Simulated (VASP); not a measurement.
Set up this calculation in VASP 6.6.1, as the native input.

```
Task                   : single point
Functional             : PBE
Potentials or basis    : VASP PAW PBE potentials, release 64 (Ca_sv, Hf_pv)
Cutoff                 : 520 eV
k mesh                 : 16 × 16 × 16
Occupations            : gaussian, width 0.1 eV
Spin                   : no spin polarisation
Dipole correction      : no
Further INCAR settings : ALGO = Fast; EDIFF = 1e-06; NBANDS = 17
```

The structure of CaHf lies in POSCAR:

```
CaHf
1.0
    0.0000000000      3.1674847119      3.1674847119
    3.1674847119      0.0000000000      3.1674847119
    3.1674847119      3.1674847119      0.0000000000
Ca Hf
1 1
Direct
    0.0000000000      0.0000000000      0.0000000000
    0.5000000000      0.5000000000      0.5000000000
```

These files were run (other wordings do the same):

INCAR

```
SYSTEM = CaHf
PREC     = Accurate       ! precision mode
ENCUT    = 520            ! plane-wave cutoff, eV
EDIFF    = 1E-6           ! SCF threshold, eV
ISMEAR   = 0              ! smearing method
SIGMA    = 0.1            ! smearing width, eV
LREAL    = .False.        ! projectors in reciprocal space
LASPH    = .True.         ! aspherical terms in the spheres
NELM     = 60             ! most SCF steps
ALGO     = Fast           ! electronic algorithm
ISIF     = 2              ! what is computed and relaxed
LWAVE    = .False.        ! write WAVECAR
LCHARG   = .True.         ! write CHGCAR
GGA      = PE             ! functional
LELF     = .True.         ! ELF
LVHAR    = .True.       
NBANDS   = 17             ! bands
```

KPOINTS

```
Automatic mesh
0
Gamma
  16 16 16
  0 0 0
```

Potentials or basis: VASP PAW PBE potentials, release 64 (Ca_sv, Hf_pv).

The run is started by

```sh
$ cat potpaw_PBE.64/Ca_sv/POTCAR potpaw_PBE.64/Hf_pv/POTCAR > POTCAR
$ mpirun -np 1 vasp_std > vasp.out
```

Results of the run:

- Pressure: -0.1 GPa
- Band gap on the k mesh: zero (band 10 reaches 3.10 eV, above the bottom of band 11 at 1.95 eV)

Caveat: spin-orbit coupling is left out, which moves the levels of the heavy elements.

Run time: 4.9 min on 1 thread of Intel Xeon 6975P-C, on a shared host, peak memory 0.34 GiB.
